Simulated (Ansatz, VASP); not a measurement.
**HfO2: VASP beside Ansatz**

INCAR

```
PREC = Accurate ; ENCUT = 520
EDIFF = 1E-7 ; ISMEAR = 0
SIGMA = 0.01 ; LREAL = False
LASPH = True ; NELM = 80
ALGO = Normal ; ISIF = 2
LWAVE = False ; LCHARG = False
GGA = PS ; IBRION = 2
NSW = 100 ; EDIFFG = -0.004
```

KPOINTS

```
regular mesh
0
Gamma
  4 4 4
```

File POSCAR:

```
HfO2
1.0
    5.1030693465      0.0119005220      0.0119005220
    0.0119005220      5.1030693465      0.0119005220
    0.0119005220      0.0119005220      5.1030693465
Hf O
4 8
Direct
    0.0006527903      0.0006527903      0.0006527903
    0.9741086457      0.5066294149      0.5066294149
    0.5066294149      0.9741086457      0.5066294149
    0.5066294149      0.5066294149      0.9741086457
    0.3282812963      0.3282812963      0.3282812963
    0.1369636248      0.1369636248      0.6950602220
    0.1369636248      0.6950602220      0.1369636248
    0.1306582268      0.6912784929      0.6912784929
    0.6950602220      0.1369636248      0.1369636248
    0.6912784929      0.1306582268      0.6912784929
    0.6912784929      0.6912784929      0.1306582268
    0.7138392621      0.7138392621      0.7138392621
```

Input for Ansatz:

```yaml
crystal:
  lattice:
    - [5.1030693465, 0.011900522, 0.011900522]
    - [0.011900522, 5.1030693465, 0.011900522]
    - [0.011900522, 0.011900522, 5.1030693465]
  atoms:
    - { symbol: Hf, position: [0.0006527903, 0.0006527903, 0.0006527903] }
    - { symbol: Hf, position: [0.9741086457, 0.5066294149, 0.5066294149] }
    - { symbol: Hf, position: [0.5066294149, 0.9741086457, 0.5066294149] }
    - { symbol: Hf, position: [0.5066294149, 0.5066294149, 0.9741086457] }
    - { symbol: O, position: [0.3282812963, 0.3282812963, 0.3282812963] }
    - { symbol: O, position: [0.1369636248, 0.1369636248, 0.695060222] }
    - { symbol: O, position: [0.1369636248, 0.695060222, 0.1369636248] }
    - { symbol: O, position: [0.1306582268, 0.6912784929, 0.6912784929] }
    - { symbol: O, position: [0.695060222, 0.1369636248, 0.1369636248] }
    - { symbol: O, position: [0.6912784929, 0.1306582268, 0.6912784929] }
    - { symbol: O, position: [0.6912784929, 0.6912784929, 0.1306582268] }
    - { symbol: O, position: [0.7138392621, 0.7138392621, 0.7138392621] }
scf:
  occupations: { method: fixed }
output:
  forces: true
  stress: true
  eigenvalues: true
  polarization: {}
  write_density: true
  write_potential: true
  elf: true
  volumetric_format: npy
hamiltonian:
  xc: pbesol
basis:
  ecutwfc: 560
kpoints:
  mp_grid: { grid: [4, 4, 4] }
relax:
  f_tol: 0.004
  max_steps: 120
```

Alike in both runs: task relaxation of the atoms; functional PBEsol; k mesh 4 × 4 × 4; no spin polarisation.

|  | VASP | Ansatz |
| --- | --- | --- |
| version | VASP 6.6.1 | Ansatz 0.2.0 |
| potentials or method | VASP PAW PBE potentials, release 64 (Hf_pv, O), cutoff 520 eV | scalar-relativistic, plane waves, PAW |
| occupations | gaussian, width 0.01 eV | fixed |
| valence electrons in the cell | 88 | 152 |

```csv
,VASP,Ansatz,Ansatz less VASP
"gap on the k mesh at the Fermi level, each at its own relaxed structure (eV)",4.25,4.27,+0.022
```

VASP's potentials were made for PBE, not for PBEsol. VASP's potentials hold 88 valence electrons a cell and Ansatz's 152, so a difference there can come from the potentials and not from the codes. Ansatz's warnings: stress scf threshold loose.

Neither program's run includes spin-orbit coupling.
